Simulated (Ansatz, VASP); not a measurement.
**HfN in VASP and in Ansatz**

```
Hf N
1.0
     3.12771    0.00000    0.00000
    -1.56385    2.70867    0.00000
     0.00000    0.00000    5.39094
Hf N
2 2
Direct
  0.71463 0.38129 0.75000
  0.38129 0.71463 0.25000
  0.00000 0.00000 0.00000
  0.00000 0.00000 0.50000
```

Change from the starting cell: all Hf atoms moved -0.150 Å, as atom 1 towards its neighbour atom 1 (Hf) at 3.128 Å.

Alike in both runs: task single point; functional PBEsol; k mesh 18 × 18 × 10; occupations gaussian, width 0.15 eV; no spin polarisation.

|  | VASP | Ansatz |
| --- | --- | --- |
| version | VASP 6.6.1 | Ansatz 0.2.0 |
| potentials or method | VASP PAW PBE potentials, release 64 (Hf_pv, N), cutoff 520 eV | scalar-relativistic, plane waves, PAW |
| valence electrons in the cell | 30 | 62 |

|  | VASP | Ansatz | Ansatz less VASP |
| --- | --- | --- | --- |
| gap on the k mesh at the Fermi level (eV) | none | none | - |
| pressure (GPa) | 0.9 | 2.9 | +1.99 |
| traceless stress, the component that is largest in VASP (GPa) | 0.73 | 0.68 | -0.059 |
| rms of the force components (eV/Å) | 0.898 | 0.905 | +0.0079 |

VASP's potentials were made for PBE, not for PBEsol. Atom by atom the forces differ by 0.008 eV/Å (rms over components). A gap of «none» marks a metal or a gap that the smearing closes. VASP's potentials hold 30 valence electrons a cell and Ansatz's 62, so a difference there can come from the potentials and not from the codes.

Spin-orbit coupling is off throughout.
